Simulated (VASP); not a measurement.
**Ca3H2Pt: relaxation of cell and atoms with PBE**

Ca3H2Pt:

```
Ca H Pt
1.0
     3.73237    2.15488    3.69841
    -3.73237    2.15488    3.69841
     0.00000   -4.30977    3.69841
Ca H Pt
3 2 1
Cartesian
  -1.8662 1.0774 1.8492
  1.8662 1.0774 1.8492
  0.0000 -2.1549 1.8492
  0.0000 0.0000 8.3397
  0.0000 0.0000 2.7555
  0.0000 0.0000 0.0000
```

The cell was built from a structure type or drawn by symmetry, and may not be a known phase.

- Program: VASP 6.6.1
- Task: relaxation of cell and atoms
- Functional: PBE
- Potentials or basis: VASP PAW PBE potentials, release 64 (Ca_sv, H, Pt)
- Cutoff: 600 eV
- k mesh: 6 × 6 × 6
- Occupations: gaussian, width 0.1 eV
- Spin: no spin polarisation
- Dipole correction: no
- Further INCAR settings: ALGO = Normal; EDIFF = 1e-06; IBRION = 2; EDIFFG = -0.01; NSW = 100; ISIF = 3

```yaml
Relaxed_volume: 30.03 Å³/atom
Relaxed_cell: a = 5.693 Å, b = 5.693 Å, c = 5.693 Å, α = 82.52°, β = 82.52°, γ = 82.52°
Space_group_after_relaxing_to_0.1_Å: R-3m (No. 166)
Energy_gained_by_relaxing: 0.4 meV/atom
Ionic_steps: 10
Pressure_after_relaxing: 0.0 GPa
Largest_force_after_relaxing: 0.005 eV/Å
Band_gap_on_the_k_mesh: zero (bands 21 and 22 overlap by 1.00 eV)
```

Forces in eV/Å, atoms in the order of the input:
```
Ca   0.000  0.000  0.000
Ca   0.000  0.000  0.000
Ca   0.000  0.000  0.000
H    0.000  0.000 -0.005
H    0.000  0.000  0.005
Pt   0.000  0.000  0.000
```

Step by step:
```
step  energy change (eV)  largest force (eV/Å)  pressure (GPa)  volume (Å³)
   1              0.0000                0.0348            0.29       178.47
   2             -0.0017                0.0212            0.06       179.86
   3             -0.0018                0.0152           -0.05       180.50
   4             -0.0018                0.0168           -0.03       180.33
   5             -0.0018                0.0172           -0.02       180.29
   6             -0.0019                0.0178           -0.01       180.26
   7             -0.0021                0.0196            0.01       180.17
   8             -0.0021                0.0203            0.00       180.14
   9             -0.0022                0.0165           -0.01       180.15
  10             -0.0024                0.0053           -0.04       180.18
```

Final structure:
```yaml
crystal:
  lattice:
    - [3.75436, 2.16758, 3.69019]
    - [-3.75436, 2.16758, 3.69019]
    - [0.00000, -4.33516, 3.69019]
  atoms:
    - { symbol: Ca, position: [0.00000, 0.50000, 0.00000] }
    - { symbol: Ca, position: [0.50000, 0.00000, 0.00000] }
    - { symbol: Ca, position: [0.00000, 0.00000, 0.50000] }
    - { symbol: H, position: [0.75010, 0.75010, 0.75010] }
    - { symbol: H, position: [0.24990, 0.24990, 0.24990] }
    - { symbol: Pt, position: [0.00000, 0.00000, 0.00000] }
```

Levels at points of the mesh, in eV from the Fermi level:
```csv
k point,band 17,band 18,band 19,band 20,band 21,band 22,band 23,band 24,band 25
"(0.00, 0.00, 0.00)",-2.85,-2.85,-2.84,-2.02,0.56,1.02,1.02,1.36,1.36
"(0.50, 0.00, 0.00)",-2.86,-2.72,-2.52,-1.61,-0.33,0.97,1.05,1.80,1.88
"(0.50, 0.50, 0.00)",-2.69,-2.58,-2.43,-1.47,-0.71,0.25,1.07,1.14,1.85
"(0.50, 0.50, 0.50)",-2.63,-2.42,-2.42,-1.43,-0.44,-0.44,-0.11,1.77,1.77
```

It took 8.2 min on 1 thread of Intel(R) Xeon(R) 6975P-C (Granite Rapids) (shared host), peak memory 0.46 GiB.

Caveat: spin-orbit coupling is left out, which moves the levels of the heavy elements.
